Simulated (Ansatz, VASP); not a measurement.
**Two plane-wave programs on Rh**

INCAR

```
ALGO = Fast
EDIFF = 1E-7
ENCUT = 520
GGA = PE
ISIF = 2
ISMEAR = 0
LASPH = True
LCHARG = False
LREAL = False
LWAVE = False
NBANDS = 30
NELM = 100
PREC = Accurate
SIGMA = 0.1
```

The input KPOINTS:

```
k-points
0
Gamma
  5 4 44
```

File POSCAR:

```
Rh
1.0
    6.8306011933      0.0000058360     -0.0424050744
    0.0000071722      8.3946362803      0.0023106209
    2.2721921432      1.3993153218      0.7537319858
Rh
3
Direct
    0.0000000000      0.6666666667      0.0000000000
    0.0000000000      0.3333333333      0.0000000000
    0.0000000000      0.0000000000      0.0000000000
```

Input for Ansatz:

```yaml
crystal:
  lattice:
    - [6.8306011933, 5.836e-06, -0.0424050744]
    - [7.1722e-06, 8.3946362803, 0.0023106209]
    - [2.2721921432, 1.3993153218, 0.7537319858]
  atoms:
    - { symbol: Rh, position: [0.0, 0.6666666667, 0.0] }
    - { symbol: Rh, position: [0.0, 0.3333333333, 0.0] }
    - { symbol: Rh, position: [0.0, 0.0, 0.0] }
basis:
  ecutwfc: 420
kpoints:
  mp_grid: { grid: [5, 4, 44] }
hamiltonian:
  xc: pbe
scf:
  occupations: { method: gaussian, width: 0.1 }
output:
  forces: true
  stress: true
  eigenvalues: true
  write_density: true
  write_potential: true
  elf: true
  volumetric_format: npy
```

Change from the starting cell: band edges of the strained film's bulk.

Alike in both runs: task single point; functional PBE; k mesh 5 × 4 × 44; occupations gaussian, width 0.1 eV; no spin polarisation.

|  | VASP | Ansatz |
| --- | --- | --- |
| version | VASP 6.6.1 | Ansatz 0.2.0 |
| potentials or method | VASP PAW PBE potentials, release 64 (Rh_pv), cutoff 520 eV | scalar-relativistic, plane waves, PAW |
| valence electrons in the cell | 45 | 51 |

|  | VASP | Ansatz | Ansatz less VASP |
| --- | --- | --- | --- |
| gap on the k mesh at the Fermi level (eV) | none | none | - |
| pressure (GPa) | -9.4 | -9.4 | -0.03 |
| traceless stress, the component that is largest in VASP (GPa) | 9.36 | 9.38 | +0.016 |

A gap of «none» marks a metal or a gap that the smearing closes. The functional is the same, so the differences come from potentials, cutoffs and numerics. VASP's potentials hold 45 valence electrons a cell and Ansatz's 51, so a difference there can come from the potentials and not from the codes.

The k mesh is coarse, so the values compare programs but aren't converged.
